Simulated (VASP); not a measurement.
## Al: relaxation of cell and atoms with PBE

Al:

```
Al
1.0
     0.00000    2.02500    2.02500
     2.02500    0.00000    2.02500
     2.02500    2.02500    0.00000
Al
1
Direct
  0.00000 0.00000 0.00000
```

```yaml
Program: VASP 6.6.1
Task: relaxation of cell and atoms
Functional: PBE
Potentials_or_basis: VASP PAW PBE potentials, release 64 (Al)
Cutoff: 600 eV
k_mesh: 32 × 32 × 32
Occupations: methfessel-paxton, width 0.4 eV
Spin: no spin polarisation
Dipole_correction: no
Further_INCAR_settings: ALGO = Normal; EDIFF = 1e-06; IBRION = 2; EDIFFG = -0.005; NSW = 60; ISIF = 3
```

| Item | Value |
| --- | --- |
| Relaxed volume | 16.48 Å³/atom |
| Relaxed cell | a = 2.856 Å, b = 2.856 Å, c = 2.856 Å, α = 60.00°, β = 60.00°, γ = 60.00° |
| Space group after relaxing (to 0.1 Å) | Fm-3m (No. 225) |
| Energy gained by relaxing | 0.2 meV/atom |
| Ionic steps | 3 |
| Pressure after relaxing | 0.0 GPa |
| Band gap on the k mesh | zero (an odd number of electrons rules out a gap without spin polarisation) |

The path:
```tsv
step	energy change (eV)	largest force (eV/Å)	pressure (GPa)	volume (Å³)
1	0.0000	0.0000	-0.59	16.61
2	-0.0002	0.0000	0.09	16.46
3	-0.0002	0.0000	0.01	16.48
```

Final structure:
```
Al
1.0
     0.00000    2.01983    2.01983
     2.01983    0.00000    2.01983
     2.01983    2.01983    0.00000
Al
1
Direct
  0.00000 0.00000 0.00000
```

Levels at points of the mesh, in eV from the Fermi level:
```tsv
k point	band 1	band 2	band 3	band 4	band 5
(0.00, 0.00, 0.00)	-11.15	12.62	12.62	12.62	14.12
(0.50, 0.00, 0.00)	-4.60	-4.39	11.42	11.42	11.46
(0.50, 0.50, 0.00)	-2.93	-1.61	5.25	5.59	5.59
```

Wall time 98 s on 1 thread of Intel Xeon 8259CL, on a shared host, peak memory 0.22 GiB.

Caveat: so wide a smearing shifts energies and pressures.
